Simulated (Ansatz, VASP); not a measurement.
**Ge: VASP beside Ansatz**

```
Ge
1.0
     0.00000    2.77797    2.87620
     2.77797    0.00000    2.87620
     2.77797    2.77797    0.00000
Ge
2
Direct
  0.51167 0.48833 0.48833
  0.73833 0.76167 0.76167
```

Change from the starting cell: mode 4 frozen in at -0.066 Å, strain +e along z and -e/2 along x and y +0.0233.

Alike in both runs: task single point; functional LDA; k mesh 14 × 14 × 14; occupations gaussian, width 0.15 eV; no spin polarisation.

```csv
,VASP,Ansatz
version,VASP 6.6.1,Ansatz 0.2.0
potentials or method,"VASP PAW LDA potentials, release 64 (Ge_d), cutoff 520 eV","scalar-relativistic, plane waves, PAW"
valence electrons in the cell,28,28
```

|  | VASP | Ansatz | Ansatz less VASP |
| --- | --- | --- | --- |
| gap on the k mesh at the Fermi level (eV) | none | none | - |
| pressure (GPa) | 0.8 | 0.6 | -0.20 |
| traceless stress, the component that is largest in VASP (GPa) | -4.26 | -4.21 | +0.053 |
| rms of the force components (eV/Å) | 0.823 | 0.818 | -0.0056 |

Ansatz warns that its potentials were made for another functional, while VASP's fit it. LDA's correlation is that of Perdew and Zunger in VASP and of Perdew and Wang (1992) in Ansatz. Atom by atom the forces differ by 0.006 eV/Å (rms over components). A gap of «none» marks a metal or a gap that the smearing closes.
